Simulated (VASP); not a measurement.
A run of VASP 6.6.1 is set up as follows.

The input INCAR:

```
ALGO     = Normal         # electronic algorithm
DIPOL    = 0.5 0.5 0.500
EDIFF    = 1E-7           # SCF threshold, eV
ENCUT    = 520            # plane-wave cutoff, eV
GGA      = PE             # functional
IDIPOL   = 3            
ISIF     = 2              # what is computed and relaxed
ISMEAR   = 0              # smearing method
LASPH    = True           # aspherical terms in the spheres
LCHARG   = False          # write CHGCAR
LDIPOL   = True         
LREAL    = False          # projectors in reciprocal space
LWAVE    = False          # write WAVECAR
NBANDS   = 43             # bands
NELM     = 100            # most SCF steps
PREC     = Accurate       # precision mode
SIGMA    = 0.1            # smearing width, eV
```

The input KPOINTS:

```
k-points
0
Gamma
  12 12 1
```

Contents of POSCAR:

```
Hf5C4
1.0
    3.2891025626      0.0000000000      0.0000000000
   -1.6445512813      2.8484463749      0.0000000000
    0.0000000000      0.0000000000     25.7421639869
Hf C
5 4
Direct
    0.3333333333      0.6666666667      0.2913507972
    0.0000000000      0.0000000000      0.3956753986
    0.6666666667      0.3333333333      0.5000000000
    0.3333333333      0.6666666667      0.6043246014
    0.0000000000      0.0000000000      0.7086492028
    0.6666666667      0.3333333333      0.3435130979
    0.3333333333      0.6666666667      0.4478376993
    0.0000000000      0.0000000000      0.5521623007
    0.6666666667      0.3333333333      0.6564869021
```

Potentials or basis: VASP PAW PBE potentials, release 64 (Hf_pv, C).

Launch:

```bash
$ cat potpaw_PBE.64/Hf_pv/POTCAR potpaw_PBE.64/C/POTCAR > POTCAR
$ mpirun -np 1 vasp_std > vasp.out
```

Question: Estimate the largest force.

Answer: 1.658 eV/Å.

Question: Estimate the band gap on the k mesh.

Answer: Zero (band 33 reaches 1.14 eV, above the bottom of band 34 at 0.57 eV).

Forces in eV/Å, atoms in the order of the input:
```
Hf   0.000  0.000  1.499
Hf   0.000  0.000  0.651
Hf   0.000  0.000  0.000
Hf   0.000  0.000 -0.651
Hf   0.000  0.000 -1.499
C    0.000  0.000 -1.658
C    0.000  0.000 -0.228
C    0.000  0.000  0.228
C    0.000  0.000  1.658
```

Caveat: spin-orbit coupling is left out, which moves the levels of the heavy elements.
